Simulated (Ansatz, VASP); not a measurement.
**One calculation of In3As, two programs**

```xyz
4
Lattice="4.6021 0.0000 0.0000 0.0000 4.6021 0.0000 0.0000 0.0000 4.6021" Properties=species:S:1:pos:R:3 pbc="T T T"
In    0.0000    2.3011    2.3011
In    2.3011    0.0000    2.3011
In    2.3011    2.3011    0.0000
As    0.0000    0.0000   -0.1500
```

Alike in both runs: task single point; functional PBE; dispersion D3(BJ); k mesh 10 × 10 × 10; occupations gaussian, width 0.15 eV; no spin polarisation.

|  | VASP | Ansatz |
| --- | --- | --- |
| version | VASP 6.6.1 | Ansatz 0.2.0 |
| potentials or method | VASP PAW PBE potentials, release 64 (In_d, As), cutoff 520 eV | scalar-relativistic, plane waves, PAW |
| valence electrons in the cell | 44 | 54 |

|  | VASP | Ansatz | Ansatz less VASP |
| --- | --- | --- | --- |
| gap on the k mesh at the Fermi level (eV) | none | none | - |
| pressure (GPa) | 0.1 | 0.1 | 0.00 |
| rms of the force components (eV/Å) | 0.054 | 0.054 | 0.0000 |

Atom by atom the forces differ by 0.001 eV/Å (rms over components). A gap of «none» marks a metal or a gap that the smearing closes. VASP's potentials hold 44 valence electrons a cell and Ansatz's 54, so a difference there can come from the potentials and not from the codes.
